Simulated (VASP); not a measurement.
Set up this calculation in VASP 6.6.1, as the native input.

```
Task                   : single point
Functional             : PBE
Dispersion             : D3(BJ)
Potentials or basis    : VASP PAW PBE potentials, release 64 (Te, Mo_sv)
Cutoff                 : 520 eV
k mesh                 : 4 × 8 × 2
Occupations            : fermi-dirac, width 0.05 eV
Spin                   : no spin polarisation
Dipole correction      : no
Further INCAR settings : ALGO = Normal; EDIFF = 1e-07; NBANDS = 64
```

The structure of Te2Mo lies in POSCAR:

```
Te2Mo
1.0
    6.4132990262      0.0000000000      0.0000000000
    0.0000000000      3.5146499719      0.0000000000
   -0.9592539627      0.0000000000     14.0095870791
Te Mo
8 4
Direct
    0.9437000000      0.7500000000      0.6045000000
    0.0563000000      0.2500000000      0.3955000000
    0.9030000000      0.2500000000      0.8514000000
    0.0970000000      0.7500000000      0.1486000000
    0.4112000000      0.7500000000      0.8955000000
    0.5888000000      0.2500000000      0.1045000000
    0.4432000000      0.2500000000      0.6484000000
    0.5568000000      0.7500000000      0.3516000000
    0.8167000000      0.7500000000      0.9926000000
    0.1833000000      0.2500000000      0.0074000000
    0.6819000000      0.2500000000      0.4934000000
    0.3181000000      0.7500000000      0.5066000000
```

The input as run:

INCAR

```
ALGO = Normal ; EDIFF = 1E-7
ENCUT = 520 ; GGA = PE
ISIF = 2 ; ISMEAR = -1
IVDW = 12 ; LASPH = True
LCHARG = False ; LREAL = False
LWAVE = False ; NBANDS = 64
NELM = 80 ; PREC = Accurate
SIGMA = 0.05
```

KPOINTS

```
k-points
0
Gamma
  4 8 2
```

Potentials or basis: VASP PAW PBE potentials, release 64 (Te, Mo_sv).

Command:

```bash
$ cat potpaw_PBE.64/Te/POTCAR potpaw_PBE.64/Mo_sv/POTCAR > POTCAR
$ mpirun -np 1 vasp_std > vasp.out
```

It gave:

| Item | Value |
| --- | --- |
| Pressure | -4.3 GPa |
| Largest force | 0.445 eV/Å |
| Band gap on the k mesh | zero (bands 52 and 53 overlap by 0.13 eV) |
| Dispersion energy per atom | -0.509 eV |

Caveat: the cell stands under tension; spin-orbit coupling is left out, which moves the levels of the heavy elements.

Wall time 20 min on 1 thread of Oxide Virtual Turin-like Processor (shared host), peak memory 0.62 GiB.
